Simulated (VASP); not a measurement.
# WS2 (R3m) in VASP: settings compared

The runs below take WS2 through single point, with revPBE, RPBE.

Program: VASP 6.6.1. These are calculated values, not measurements. Logs are shortened: lines on timing, memory, paths and dates and some standing lists are left out, and cuts for length are marked.

### 1 The cell of the first run

The structure is trigonal, space group R3m (No. 160). Conventional cell: a = 3.201 Å, b = 3.201 Å, c = 22.373 Å, α = 90.00°, β = 90.00°, γ = 120.00°. Within 3.3 Å of W (site symmetry 3m) lie 6 S at 2.43 Å and 6 W at 3.20 Å. S (site symmetry 3m) has 3 W at 2.43 Å and 7 S at 3.14 to 3.20 Å within 3.3 Å. S (site symmetry 3m) has 3 W at 2.43 Å and 7 S at 3.14 to 3.20 Å within 3.3 Å.

### 2 Single point, revPBE, collinear spin (22.06 Å³/atom)

Contents of INCAR:

```
ALGO = Normal
EDIFF = 1E-6
ENCUT = 500
GGA = RE
GGA_COMPAT = F
ISIF = 2
ISMEAR = 0
ISPIN = 2
LASPH = T
LCHARG = F
LMAXMIX = 4
LORBIT = 11
LREAL = F
LWAVE = F
MAGMOM = 0.05 0 0
NBANDS = 24
NELM = 200
PREC = Accurate
SIGMA = 0.05
```

Contents of KPOINTS:

```
k-points
0
Gamma
  8 8 8
```

Contents of POSCAR:

```
WS2
1.0
    1.6005183089      0.9240596765      7.4575269057
   -1.6005183089      0.9240596765      7.4575269057
    0.0000000000     -1.8481193530      7.4575269057
W S
1 2
Direct
   -0.0006774337     -0.0006774337     -0.0006774337
    0.7362132904      0.7362132904      0.7362132904
    0.5957641433      0.5957641433      0.5957641433
```

Potentials or basis: VASP PAW PBE potentials, release 64 (W_sv, S).

On the command line:

```
cat potpaw_PBE.64/W_sv/POTCAR potpaw_PBE.64/S/POTCAR > POTCAR
mpirun -np 1 vasp_std > vasp.out
```

OUTCAR:

```text
EDIFF = 1E-6
   ENCUT = 500
   GGA = RE
   ISIF = 2
   ISMEAR = 0
   ISPIN = 2
   LASPH = T
   LORBIT = 11
   LREAL = F
   NELM = 200
   PREC = Accurate

 ion  position               nearest neighbor table
   1  0.999  0.999  0.999-   2 2.43   2 2.43   2 2.43   3 2.43   3 2.43   3 2.43
   2  0.736  0.736  0.736-   1 2.43   1 2.43   1 2.43
   3  0.596  0.596  0.596-   1 2.43   1 2.43   1 2.43

  LATTYP: Found a trigonal (rhomboedric) cell.
 ALAT       =     7.6831147780
 COS(alpha) =     0.9132086095

  Lattice vectors:

 A1 = (   1.6005183089,   0.9240596765,   7.4575269057)
 A2 = (  -1.6005183089,   0.9240596765,   7.4575269057)
 A3 = (   0.0000000000,  -1.8481193530,   7.4575269057)

Analysis of symmetry for initial positions (statically):
=====================================================================
 Subroutine PRICEL returns:
 Original cell was already a primitive cell.

 Routine SETGRP: Setting up the symmetry group for a
 trigonal (rhombohedral) supercell.

 Subroutine GETGRP returns: Found  6 space group operations
 (whereof  6 operations were pure point group operations)
 out of a pool of 12 trial point group operations.

The static configuration has the point symmetry C_3v.

Analysis of symmetry for dynamics (positions and initial velocities):
=====================================================================
 Subroutine PRICEL returns:
 Original cell was already a primitive cell.

 Routine SETGRP: Setting up the symmetry group for a
 trigonal (rhombohedral) supercell.

 Subroutine GETGRP returns: Found  6 space group operations
 (whereof  6 operations were pure point group operations)
 out of a pool of 12 trial point group operations.

The dynamic configuration has the point symmetry C_3v.

Analysis of structural, dynamic, and magnetic symmetry:
=====================================================================
 Subroutine PRICEL returns:
 Original cell was already a primitive cell.

 Routine SETGRP: Setting up the symmetry group for a
 trigonal (rhombohedral) supercell.

 Subroutine GETGRP returns: Found  6 space group operations
 (whereof  6 operations were pure point group operations)
 out of a pool of 12 trial point group operations.

The overall configuration has the point symmetry C_3v.

 Subroutine INISYM returns: Found  6 space group operations
 (whereof  6 operations are pure point group operations),
 and found     1 'primitive' translations

----------------------------------------------------------------------------------------

                                     Primitive cell

  volume of cell :      66.1769

  direct lattice vectors                    reciprocal lattice vectors
     1.600518309  0.924059676  7.457526906     0.312398801  0.180363532  0.044697570
    -1.600518309  0.924059676  7.457526906    -0.312398801  0.180363532  0.044697570
     0.000000000 -1.848119353  7.457526906     0.000000000 -0.360727063  0.044697570

  length of vectors
     7.683114778  7.683114778  7.683114778     0.363485745  0.363485745  0.363485745

  position of ions in fractional coordinates (direct lattice)
     0.999322566  0.999322566  0.999322566
     0.736213290  0.736213290  0.736213290
     0.595764143  0.595764143  0.595764143

  ion indices of the primitive-cell ions
   primitive index   ion index
                 1           1
                 2           2
                 3           3

----------------------------------------------------------------------------------------

 KPOINTS: k-points

Automatic generation of k-mesh.
 Grid dimensions read from file:
 generate k-points for:    8    8    8

 Generating k-lattice:

  Cartesian coordinates                     Fractional coordinates (reciprocal lattice)
     0.039049850  0.022545441  0.005587196     0.125000000 -0.000000000  0.000000000
    -0.039049850  0.022545441  0.005587196    -0.000000000  0.125000000  0.000000000
     0.000000000 -0.045090883  0.005587196     0.000000000  0.000000000  0.125000000

  Length of vectors
     0.045435718  0.045435718  0.045435718

  Shift w.r.t. Gamma in fractional coordinates (k-lattice)
     0.000000000  0.000000000  0.000000000

 Subroutine IBZKPT returns following result:
 ===========================================

 Found     65 irreducible k-points:

 Following reciprocal coordinates:
            Coordinates               Weight
  0.000000  0.000000  0.000000      1.000000
  0.125000  0.000000  0.000000      6.000000
  0.250000  0.000000  0.000000      6.000000
  0.375000 -0.000000  0.000000      6.000000
  0.500000  0.000000  0.000000      3.000000
  0.125000  0.125000  0.000000      6.000000
[... 16 lines left out ...]
  0.250000  0.125000  0.125000      6.000000
  0.375000  0.125000  0.125000      6.000000
 [... further k-points ...]
   k-points           NKPTS =     65   k-points in BZ     NKDIM =     65   number of bands    NBANDS=     24
   number of dos      NEDOS =    301   number of ions     NIONS =      3
   total plane-waves  NPLWV = 175616
   dimension x,y,z NGX =    56 NGY =   56 NGZ =   56
   dimension x,y,z NGXF=   112 NGYF=  112 NGZF=  112
   ions per type =               1   2
   NGX,Y,Z   is equivalent  to a cutoff of  12.12, 12.12, 12.12 a.u.
   NGXF,Y,Z  is equivalent  to a cutoff of  24.23, 24.23, 24.23 a.u.
 SYSTEM =  unknown system
   PREC   = accura    normal or accurate (medium, high low for compatibility)
   ISTART =      0    job   : 0-new  1-cont  2-samecut
   ICHARG =      2    charge: 1-file 2-atom 10-const
   ISPIN  =      2    spin polarized calculation?
   LNONCOLLINEAR =      F non collinear calculations
   LSORBIT =      F    spin-orbit coupling
   LASPH  =      T    aspherical Exc in radial PAW
   ENCUT  =  500.0 eV  36.75 Ry    6.06 a.u.  14.01 14.01 14.01*2*pi/ulx,y,z
   NELM   =    200;   NELMIN=  2; NELMDL= -5     # of ELM steps
   EDIFF  = 0.1E-05   stopping-criterion for ELM
   LREAL  =      F    real-space projection
   EDIFFG = 0.1E-04   stopping-criterion for IOM
   NSW    =      0    number of steps for IOM
   IBRION =     -1    ionic relax: 0-MD 1-quasi-New 2-CG
   NFREE  =      0    steps in history (QN), initial steepest desc. (CG)
   ISIF   =      2    stress and relaxation
   ISYM   =      2    0-nonsym 1-usesym 2-fastsym
   POTIM  = 0.5000    time-step for ionic-motion
   TEBEG  =    0.0;   TEEND  =   0.0 temperature during run
   PSTRESS=    0.0 pullay stress
   NELECT =      26.0000    total number of electrons
   NUPDOWN=      -1.0000    fix difference up-down
   EMIN   =  10.00;   EMAX   =-10.00  energy-range for DOS
   EFERMI =   0.00;   METHOD = LEGACY
   ISMEAR =     0;   SIGMA  =   0.05  broadening in eV -4-tet -1-fermi 0-gaus
   EFERMI_NEDOS =   21; number of points for ismear=-14 and -15
   IALGO  =     38    algorithm
   IMIX   =      4    mixing-type and parameters
     AMIX     =   0.40;   BMIX     =  1.00
     AMIX_MAG =   1.60;   BMIX_MAG =  1.00
  volume/ion in A,a.u.               =      22.06       148.86
  Fermi-wavevector in a.u.,A,eV,Ry     =   1.199031  2.265840 19.560756  1.437675
  Thomas-Fermi vector in A             =   2.334904
   LORBIT       =     11    0 simple, 1 ext, 2 COOP (PROOUT), +10 PAW based schemes
   GGA     = RE    functional components
   LHFCALC =     F    Hartree Fock is set to
   AEXX    =    0.0000 exact exchange contribution
   IVDW    =     0    specifies the selected vdW correction
   LEPSILON=     F    determine dielectric tensor
   LRPA    =     F    only Hartree local field effects (RPA)
 spin polarized calculation
 Gauss-broadening in eV      SIGMA  =   0.05
  energy-cutoff  :      500.00
  volume of cell :       66.18
 maximum number of plane-waves:      1699
   NGX = 27   NGY = 27   NGZ = 27

 number of electron      26.0000000 magnetization       0.0000548

 number of electron      26.0000000 magnetization      -0.0000064

 Free energy of the ion-electron system (eV)
  ---------------------------------------------------
  ext. energy  EPLUGINS =         0.00000000
  ---------------------------------------------------
  free energy    TOTEN  =       -22.66458080 eV

  energy without entropy =      -22.66458080  energy(sigma->0) =      -22.66458080

 E-fermi :   4.8679     XC(G=0):  -9.2655

 val. band max:        4.6681058921   @ k =   0.5000   0.5000   0.5000
 cond. band min:       6.5150200545   @ k =  -0.3750   0.3750   0.0000
 fundamental gap:      1.8469141624
 Fermi energy:         4.8678524742

 spin component 1

 k-point     1 :       0.0000    0.0000    0.0000
  band No.  band energies     occupation
      1     -69.6103      1.00000
      2     -33.8213      1.00000
      3     -33.6931      1.00000
      4     -33.6931      1.00000
      5     -10.1988      1.00000
      6      -8.5792      1.00000
[... 16 lines left out ...]
     23      17.0686      0.00000
     24      17.2693      0.00000

 k-point     2 :       0.1250    0.0000    0.0000
  band No.  band energies     occupation
      1     -69.6081      1.00000
      2     -33.8131      1.00000
      3     -33.7393      1.00000
      4     -33.7039      1.00000
      5      -9.9528      1.00000
      6      -8.4900      1.00000
[... 16 lines left out ...]
     23      15.8213      0.00000
     24      17.2744      0.00000

 k-point     3 :       0.2500    0.0000    0.0000
  band No.  band energies     occupation
      1     -69.6027      1.00000
      2     -33.8492      1.00000
      3     -33.7931      1.00000
      4     -33.7298      1.00000
      5      -9.3016      1.00000
      6      -8.2562      1.00000
[... 16 lines left out ...]
     23      16.7438      0.00000
     24      17.0314      0.00000
[... 514 lines left out ...]
 k-point    23 :       0.2500    0.1250    0.1250
  band No.  band energies     occupation
      1     -69.6081      1.00000
      2     -33.8131      1.00000
      3     -33.7393      1.00000
      4     -33.7039      1.00000
      5      -9.9494      1.00000
      6      -8.4967      1.00000
[... 16 lines left out ...]
     23      15.8960      0.00000
     24      17.0939      0.00000

 k-point    24 :       0.3750    0.1250    0.1250
  band No.  band energies     occupation
      1     -69.6027      1.00000
      2     -33.8492      1.00000
      3     -33.7931      1.00000
      4     -33.7298      1.00000
      5      -9.2975      1.00000
      6      -8.2628      1.00000
[... 16 lines left out ...]
     23      16.5495      0.00000
     24      17.0277      0.00000

 [... further k-points ...]

 spin component 2

 k-point     1 :       0.0000    0.0000    0.0000
  band No.  band energies     occupation
      1     -69.6105      1.00000
      2     -33.8214      1.00000
      3     -33.6932      1.00000
      4     -33.6932      1.00000
      5     -10.1988      1.00000
      6      -8.5792      1.00000
[... 16 lines left out ...]
     23      17.0693      0.00000
     24      17.2693      0.00000

 k-point     2 :       0.1250    0.0000    0.0000
  band No.  band energies     occupation
      1     -69.6083      1.00000
      2     -33.8132      1.00000
      3     -33.7394      1.00000
      4     -33.7040      1.00000
      5      -9.9528      1.00000
      6      -8.4900      1.00000
[... 16 lines left out ...]
     23      15.8212      0.00000
     24      17.2744      0.00000

 k-point     3 :       0.2500    0.0000    0.0000
  band No.  band energies     occupation
      1     -69.6029      1.00000
      2     -33.8493      1.00000
      3     -33.7932      1.00000
      4     -33.7299      1.00000
      5      -9.3016      1.00000
      6      -8.2562      1.00000
[... 16 lines left out ...]
     23      16.7437      0.00000
     24      17.0314      0.00000
[... 514 lines left out ...]
 k-point    23 :       0.2500    0.1250    0.1250
  band No.  band energies     occupation
      1     -69.6083      1.00000
      2     -33.8132      1.00000
      3     -33.7394      1.00000
      4     -33.7040      1.00000
      5      -9.9494      1.00000
      6      -8.4967      1.00000
[... 16 lines left out ...]
     23      15.8960      0.00000
     24      17.0964      0.00000

 k-point    24 :       0.3750    0.1250    0.1250
  band No.  band energies     occupation
      1     -69.6029      1.00000
      2     -33.8493      1.00000
      3     -33.7932      1.00000
      4     -33.7299      1.00000
      5      -9.2975      1.00000
      6      -8.2628      1.00000
[... 16 lines left out ...]
     23      16.5495      0.00000
     24      17.0277      0.00000

 [... further k-points ...]

------------------------ aborting loop because EDIFF is reached ----------------------------------------

  FORCE on cell =-STRESS in cart. coord.  units (eV):
  Direction    XX          YY          ZZ          XY          YZ          ZX
  --------------------------------------------------------------------------------------
  -------------------------------------------------------------------------------------
  Total        0.1288519      0.1288519      0.2047179     -0.0000000      0.0000000     -0.0000000
  in kB        3.1195695      3.1195695      4.9563231     -0.0000000      0.0000000     -0.0000000
  external PRESSURE =       3.7318207 kB  Pullay stress =       0.0000000 kB

 VOLUME and BASIS-vectors are now :
 -----------------------------------------------------------------------------
  energy-cutoff  :      500.00
  volume of cell :       66.18
      direct lattice vectors                 reciprocal lattice vectors
     1.600518309  0.924059676  7.457526906     0.312398801  0.180363532  0.044697570
    -1.600518309  0.924059676  7.457526906    -0.312398801  0.180363532  0.044697570
     0.000000000 -1.848119353  7.457526906     0.000000000 -0.360727063  0.044697570

 POSITION                                       TOTAL-FORCE (eV/Angst)
 -----------------------------------------------------------------------------------
      0.00000      0.00000     22.35742         0.000000     -0.000000     -0.000063
      0.00000      0.00000     16.47099         0.000000      0.000000      0.015921
      0.00000      0.00000     13.32878         0.000000     -0.000000     -0.015858
 -----------------------------------------------------------------------------------
    total drift:                                0.000000     -0.000000     -0.000239

  FREE ENERGIE OF THE ION-ELECTRON SYSTEM (eV)
  ---------------------------------------------------
  free  energy   TOTEN  =       -22.6645808001 eV

  energy  without entropy=      -22.6645808000  energy(sigma->0) =      -22.66458080

 total charge

# of ion       s       p       d       tot
------------------------------------------
    1        2.314   6.315   3.337  11.966
    2        1.360   2.364   0.000   3.724
    3        1.360   2.364   0.000   3.724
--------------------------------------------------
tot          5.034  11.043   3.337  19.415

 magnetization (x)

# of ion       s       p       d       tot
------------------------------------------
    1        0.000  -0.000  -0.000  -0.000
    2       -0.000   0.000   0.000   0.000
    3       -0.000   0.000   0.000   0.000
--------------------------------------------------
tot          0.000   0.000  -0.000   0.000
```

Run time: 20 min. Hardware: 1 thread of Oxide Virtual Turin-like, shared host; peak memory 0.58 GiB.

Results:

* Free energy: -22.6646 eV
* Pressure: 0.4 GPa
* Largest force: 0.016 eV/Å
* Band gap on the k mesh: 1.85 eV (least direct gap 2.21 eV)
* Net moment: 0.00 μB per cell
* Valence electrons inside the program's atomic spheres: W 11.97; S 3.72

Forces on the atoms (eV/Å):
```
W    0.000  0.000  0.000
S    0.000  0.000  0.016
S    0.000  0.000 -0.016
```

Levels at points of the mesh, in eV from the valence-band top:
Spin up:
```csv
k point,band 11,band 12,band 13,band 14,band 15,band 16
"(0.00, 0.00, 0.00)",-1.83,-1.83,-0.37,2.64,2.64,2.79
"(0.50, 0.00, 0.00)",-2.27,-1.50,-1.13,2.60,3.03,3.92
"(0.50, 0.50, 0.00)",-2.36,-1.51,-1.09,2.59,3.06,3.79
"(0.50, 0.50, 0.50)",-1.82,-1.82,0.00,2.64,2.64,2.79
```
Spin down:
| k point | band 10 | band 11 | band 12 | band 13 | band 14 | band 15 | band 16 | band 17 |
| --- | --- | --- | --- | --- | --- | --- | --- | --- |
| (0.00, 0.00, 0.00) | -1.99 | -1.83 | -1.83 | -0.37 | 2.64 | 2.64 | 2.79 | 2.79 |
| (0.50, 0.00, 0.00) | -3.58 | -2.27 | -1.50 | -1.13 | 2.60 | 3.03 | 3.92 | 4.44 |
| (0.50, 0.50, 0.00) | -3.57 | -2.36 | -1.51 | -1.09 | 2.59 | 3.06 | 3.79 | 4.48 |
| (0.50, 0.50, 0.50) | -2.50 | -1.82 | -1.82 | 0.00 | 2.64 | 2.64 | 2.79 | 2.79 |

Caveat: the PAW data sets were made with another functional, which shifts forces and pressure a little; spin-orbit coupling is left out, which moves the levels of the heavy elements.

### 3 Single point, RPBE, collinear spin (22.29 Å³/atom)

This run uses another cell than the first one, of 22.29 Å³/atom.

Contents of INCAR:

```
SYSTEM = WS2
PREC     = Accurate       ! precision mode
ENCUT    = 500            ! plane-wave cutoff, eV
EDIFF    = 1E-6           ! SCF threshold, eV
ISMEAR   = 0              ! smearing method
SIGMA    = 0.05           ! smearing width, eV
LREAL    = .FALSE.        ! projectors in reciprocal space
LASPH    = .TRUE.         ! aspherical terms in the spheres
NELM     = 200            ! most SCF steps
ALGO     = Normal         ! electronic algorithm
ISIF     = 2              ! what is computed and relaxed
LWAVE    = .FALSE.        ! write WAVECAR
LCHARG   = .FALSE.        ! write CHGCAR
ISPIN    = 2              ! spin polarisation
MAGMOM   = 0.05 0 0       ! initial moments
LORBIT   = 11             ! projections on sites
LMAXMIX  = 4              ! l up to which the mixer works
GGA      = RP             ! functional
NBANDS   = 24             ! bands
GGA_COMPAT= .FALSE.
```

Contents of KPOINTS:

```
regular mesh
0
G
  8 8 8
  0 0 0
```

Contents of POSCAR:

```
WS2
1.0
    1.6039157806      0.9260212077      7.5052517162
   -1.6039157806      0.9260212077      7.5052517162
    0.0000000000     -1.8520424153      7.5052517162
W S
1 2
Direct
   -0.0006774614     -0.0006774614     -0.0006774614
    0.7357921102      0.7357921102      0.7357921102
    0.5961853512      0.5961853512      0.5961853512
```

Potentials or basis: VASP PAW PBE potentials, release 64 (W_sv, S).

On the command line:

```
cat potpaw_PBE.64/W_sv/POTCAR potpaw_PBE.64/S/POTCAR > POTCAR
mpirun -np 1 vasp_std > vasp.out
```

It took 17 min on 1 thread of Oxide Virtual Turin-like, shared host; peak memory 0.58 GiB.

Results (log left out):

- Free energy: -22.5009 eV
- Pressure: 0.3 GPa
- Largest force: 0.011 eV/Å
- Band gap on the k mesh: 1.82 eV (least direct gap 2.18 eV)
- Net moment: 0.00 μB per cell
- Valence electrons inside the program's atomic spheres: W 11.95; S 3.73

Forces in eV/Å, atoms in the order of the input:
```
W    0.000  0.000  0.000
S    0.000  0.000  0.011
S    0.000  0.000 -0.011
```

Stress tensor (GPa, compression positive):
```
0.21 0.00 0.00
0.00 0.21 0.00
0.00 0.00 0.38
```

Levels at points of the mesh, in eV from the valence-band top:
Spin up:
```csv
k point,band 11,band 12,band 13,band 14,band 15,band 16
"(0.00, 0.00, 0.00)",-1.84,-1.84,-0.35,2.62,2.62,2.77
"(0.50, 0.00, 0.00)",-2.27,-1.51,-1.12,2.57,3.01,3.91
"(0.50, 0.50, 0.00)",-2.36,-1.52,-1.09,2.57,3.04,3.78
"(0.50, 0.50, 0.50)",-1.83,-1.83,0.00,2.62,2.62,2.76
```
Spin down:
| k point | band 11 | band 12 | band 13 | band 14 | band 15 | band 16 |
| --- | --- | --- | --- | --- | --- | --- |
| (0.00, 0.00, 0.00) | -1.84 | -1.84 | -0.35 | 2.62 | 2.62 | 2.77 |
| (0.50, 0.00, 0.00) | -2.27 | -1.51 | -1.12 | 2.57 | 3.01 | 3.91 |
| (0.50, 0.50, 0.00) | -2.36 | -1.52 | -1.09 | 2.57 | 3.04 | 3.78 |
| (0.50, 0.50, 0.50) | -1.83 | -1.83 | 0.00 | 2.62 | 2.62 | 2.76 |

Caveat: the PAW data sets were made with another functional, which shifts forces and pressure a little; spin-orbit coupling is left out, which moves the levels of the heavy elements. A k mesh can miss the band edges.

[end of part 1 of 2]
